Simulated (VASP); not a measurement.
Hf2TiN3: single point with PBE

Crystal: Hf2TiN3.

```
CELL_PARAMETERS angstrom
-1.57948 1.57948 6.72400
1.57948 -1.57948 6.72400
1.57948 1.57948 -6.72400
ATOMIC_POSITIONS crystal
Hf 0.65944 0.65944 0.00000
Hf 0.34056 0.34056 0.00000
Ti 0.00000 0.00000 0.00000
N 0.16687 0.16687 0.00000
N 0.83313 0.83313 0.00000
N 0.50000 0.50000 0.00000
```

- Program: VASP 6.6.1
- Task: single point
- Functional: PBE
- Potentials or basis: VASP PAW PBE potentials, release 64 (Hf_pv, Ti_sv, N)
- Cutoff: 520 eV
- k mesh: 16 × 16 × 16
- Occupations: gaussian, width 0.1 eV
- Spin: no spin polarisation
- Dipole correction: no
- Further INCAR settings: ALGO = Normal; EDIFF = 1e-06; NBANDS = 32

```yaml
Pressure: -1.6 GPa
Largest_force: 0.056 eV/Å
```

Forces on the atoms (eV/Å):
```
Hf   0.000  0.000  0.005
Hf   0.000  0.000 -0.005
Ti   0.000  0.000  0.000
N    0.000  0.000  0.056
N    0.000  0.000 -0.056
N    0.000  0.000  0.000
```

Stress tensor (GPa, compression positive):
```
-1.61  0.00  0.00
 0.00 -1.61  0.00
 0.00  0.00 -1.54
```

Levels at points of the mesh, in eV from the Fermi level:
| k point | band 20 | band 21 | band 22 | band 23 | band 24 | band 25 | band 26 | band 27 | band 28 | band 29 |
| --- | --- | --- | --- | --- | --- | --- | --- | --- | --- | --- |
| (0.00, 0.00, 0.00) | -2.85 | -2.74 | -2.71 | -2.67 | -2.67 | -0.40 | -0.40 | -0.37 | 0.71 | 1.09 |
| (0.50, 0.00, 0.00) | -5.53 | -5.19 | -4.88 | 0.92 | 0.96 | 1.42 | 2.22 | 2.84 | 3.01 | 3.57 |
| (0.50, 0.50, 0.00) | -4.43 | -3.46 | -3.44 | -3.21 | -1.12 | 0.19 | 1.91 | 2.03 | 2.27 | 2.30 |
| (0.50, 0.50, 0.50) | -3.44 | -3.37 | -3.14 | -3.14 | -1.59 | -1.12 | 0.54 | 0.54 | 0.73 | 1.88 |

Wall time 35 min on 1 thread of AMD EPYC 9R45 96-Core Processor (Zen 5), on a shared host, peak memory 0.89 GiB.

Caveat: spin-orbit coupling is left out, which moves the levels of the heavy elements.
